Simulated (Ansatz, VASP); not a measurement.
## ZnO in VASP and in Ansatz

```
Zn O
1.0
     3.25961    0.00000    0.00000
    -1.62981    2.82291    0.00000
     0.00000    0.00000    5.39910
Zn O
2 2
Direct
  0.66667 0.33333 0.50357
  0.33333 0.66667 0.00357
  0.66667 0.33333 0.87674
  0.33333 0.66667 0.37674
```

Alike in both runs: task single point; functional PBE; k mesh 12 × 12 × 6; occupations gaussian, width 0.02 eV; no spin polarisation.

|  | VASP | Ansatz |
| --- | --- | --- |
| version | VASP 6.6.1 | Ansatz 0.2.0 |
| potentials or method | VASP PAW PBE potentials, release 64 (Zn, O), cutoff 520 eV | scalar-relativistic, plane waves, PAW |
| valence electrons in the cell | 36 | 36 |

Ansatz gave:

* gap on the k mesh at the Fermi level (eV): 0.69
* least direct gap on the mesh (eV): 0.69
* pressure (GPa): -1.0
* traceless stress, the component that is largest in VASP (GPa): -1.99
* rms of the force components (eV/Å): 0.000

Estimate VASP's values.

gap on the k mesh at the Fermi level (eV): 0.68; least direct gap on the mesh (eV): 0.68; pressure (GPa): -0.1; traceless stress, the component that is largest in VASP (GPa): -2.02; rms of the force components (eV/Å): 0.004.

Atom by atom the forces differ by 0.004 eV/Å (rms over components). With one functional, cell and mesh, what is left measures potentials, basis and numerics.
